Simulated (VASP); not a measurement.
Na:

```
CELL_PARAMETERS angstrom
-2.14100 2.14100 2.14100
2.14100 -2.14100 2.14100
2.14100 2.14100 -2.14100
ATOMIC_POSITIONS crystal
Na 0.00000 0.00000 0.00000
```

```yaml
Program: VASP 6.6.1
Task: relaxation of volume and atoms at fixed shape
Functional: LDA
Potentials_or_basis: VASP PAW LDA potentials, release 64 (Na_pv)
Cutoff: 600 eV
k_mesh: 7 × 7 × 7
Occupations: fermi-dirac, width 0.02 eV
Spin: no spin polarisation
```

At the start: pressure -1.1 GPa; volume 39.26 Å³/atom.

Problem. How do energy, volume and symmetry change on relaxing?

Solution. Over 3 steps the energy falls by 24.4 meV/atom and the volume is 33.31 Å³/atom (-15.1 %); space group Im-3m (No. 229, to 0.1 Å) before and after.

The path:
```csv
step,energy change (eV),largest force (eV/Å),pressure (GPa),volume (Å³)
1,0.0000,0.0000,-1.13,39.26
2,-0.0099,0.0000,-0.94,37.71
3,-0.0244,0.0000,-0.08,33.31
```

Final structure:
```cif
data_structure
_symmetry_space_group_name_H-M 'P 1'
_symmetry_Int_Tables_number 1
_cell_length_a 3.5108
_cell_length_b 3.5108
_cell_length_c 3.5108
_cell_angle_alpha 109.471
_cell_angle_beta 109.471
_cell_angle_gamma 109.471
_cell_volume 33.31
loop_
_atom_site_label
_atom_site_type_symbol
_atom_site_fract_x
_atom_site_fract_y
_atom_site_fract_z
_atom_site_occupancy
Na1 Na 0.00000 0.00000 0.00000 1
```

Caveat: the volume moved by over 15 % at a fixed basis, so the end points are rough.
